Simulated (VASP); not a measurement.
TaN: single point with r2SCAN+U

The system is TaN.

```
CELL_PARAMETERS angstrom
0.00000 2.21132 2.21132
2.21132 0.00000 2.21132
2.21132 2.21132 0.00000
ATOMIC_POSITIONS crystal
Ta 0.50000 0.50000 0.50000
N 0.00000 0.00000 0.00000
```

| Quantity | Value |
| --- | --- |
| Program | VASP 6.6.1 |
| Task | single point |
| Functional | r2SCAN |
| Potentials or basis | VASP PAW PBE potentials, release 64 (Ta_pv, N) |
| Cutoff | 520 eV |
| k mesh | 10 × 10 × 10 |
| Occupations | fermi-dirac, width 0.05 eV |
| Spin | no spin polarisation |
| Hubbard terms | Ta d U = 6.0 eV |
| Dipole correction | no |
| Further INCAR settings | ALGO = Normal; EDIFF = 1e-07; NBANDS = 15 |

```json
{
 "Pressure": "13.8 GPa",
 "Band gap on the k mesh": "zero (band 8 reaches 12.19 eV, above the bottom of band 9 at 8.18 eV)"
}
```

Levels at points of the mesh, in eV from the Fermi level:
```csv
k point,band 4,band 5,band 6,band 7,band 8,band 9,band 10,band 11,band 12,band 13
"(0.00, 0.00, 0.00)",-20.38,-4.50,-4.50,-4.50,-2.02,-2.02,-2.02,0.74,0.74,0.94
"(0.50, 0.00, 0.00)",-17.41,-11.15,-7.85,-7.85,2.00,2.08,2.08,3.18,7.83,8.03
"(0.50, 0.50, 0.00)",-18.84,-7.67,-5.56,-5.43,-5.43,2.85,3.71,3.71,4.79,6.62
```

Eigenvalues of the final occupation matrices:
```
    site  spin  trace               eigenvalues
site 1 d     1   1.13  0.18 0.18 0.26 0.26 0.26
site 1 d     2   1.13  0.18 0.18 0.26 0.26 0.26
```

Run time: 32 s on 1 thread of Intel Xeon 6975P-C (shared host), peak memory 0.15 GiB.

Caveat: the PAW data sets were made with another functional, which shifts forces and pressure a little; spin-orbit coupling is left out, which moves the levels of the heavy elements; U without spin polarisation on a metal has little footing.
